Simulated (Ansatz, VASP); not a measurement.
## One calculation of NiO, two programs

INCAR

```
SYSTEM = NiO
ALGO = Normal
EDIFF = 1E-6
ENCUT = 600
GGA_COMPAT = .False.
ISIF = 2
ISMEAR = -1
ISPIN = 2
LASPH = .True.
LCHARG = .True.
LDAU = .True.
LDAUJ = 0 0
LDAUL = 2 -1
LDAUPRINT = 1
LDAUTYPE = 2
LDAUU = 2 0
LELF = .True.
LMAXMIX = 4
LORBIT = 11
LREAL = .False.
LVHAR = .True.
LWAVE = .False.
MAGMOM = 1 0
NBANDS = 23
NELM = 200
PREC = Accurate
SIGMA = 0.05
```

Contents of KPOINTS:

```
k-points
0
Gamma
  7 7 7
  0 0 0
```

Contents of POSCAR:

```
NiO
1.0
    0.0000000000      2.2406300000      2.2406300000
    2.2406300000      0.0000000000      2.2406300000
    2.2406300000      2.2406300000      0.0000000000
Ni O
1 1
Direct
    0.0000000000      0.0000000000      0.0000000000
    0.7500000000      0.7500000000      0.7500000000
```

File input.yaml:

```yaml
crystal:
  lattice:
    - [0.0, 2.24063, 2.24063]
    - [2.24063, 0.0, 2.24063]
    - [2.24063, 2.24063, 0.0]
  atoms:
    - { symbol: Ni, position: [0.0, 0.0, 0.0], spin: 1.0 }
    - { symbol: O, position: [0.75, 0.75, 0.75] }
hamiltonian:
  xc: lda
  pseudopotentials: { kind: paw }
  hubbard: { sites: [{ species: Ni, l: d, u_eff: 2.0 }] }
magnetization:
  spin_polarized: true
kpoints:
  mp_grid: { grid: [7, 7, 7] }
scf:
  occupations: { method: fermi_dirac, width: 0.05 }
  n_extra_bands: 6
output:
  forces: true
  stress: true
  eigenvalues: true
  dos: { projected: false, de: 0.05, nscf_kmesh: { grid: [11, 11, 11] } }
```

Alike in both runs: functional LDA; k mesh 7 × 7 × 7; occupations fermi-dirac, width 0.05 eV; collinear spin; Hubbard terms Ni d U = 2.0 eV.

```csv
,VASP,Ansatz
version,VASP 6.6.1,Ansatz 0.2.0
potentials or method,"VASP PAW LDA potentials, release 64 (Ni_sv_GW, O)",Ansatz PAW
plane-wave cutoff (eV),600,420
valence electrons in the cell,24,24
task,single point,density of states
```

VASP gave:

| Property | Result |
| --- | --- |
| gap on the k mesh at the Fermi level (eV) | none |
| pressure (GPa) | -14.4 |
| net moment per atom (μB) | 1.00 |
| size of the moment on the site where the two differ most (μB) | 1.59 |

Q: Which values does Ansatz return?

A: gap on the k mesh at the Fermi level (eV): none; pressure (GPa): -12.3; net moment per atom (μB): 1.00; size of the moment on the site where the two differ most (μB): 1.49.

LDA's correlation is that of Perdew and Zunger in VASP and of Perdew and Wang (1992) in Ansatz. Site moments also hang on the region over which each program counts them. The programs project onto different local orbitals, so the same U acts differently, and such runs can settle in different states. A gap of «none» marks a metal or a gap that the smearing closes.

Noted on Ansatz's run: the magnetic or orbital state may not be the lowest.
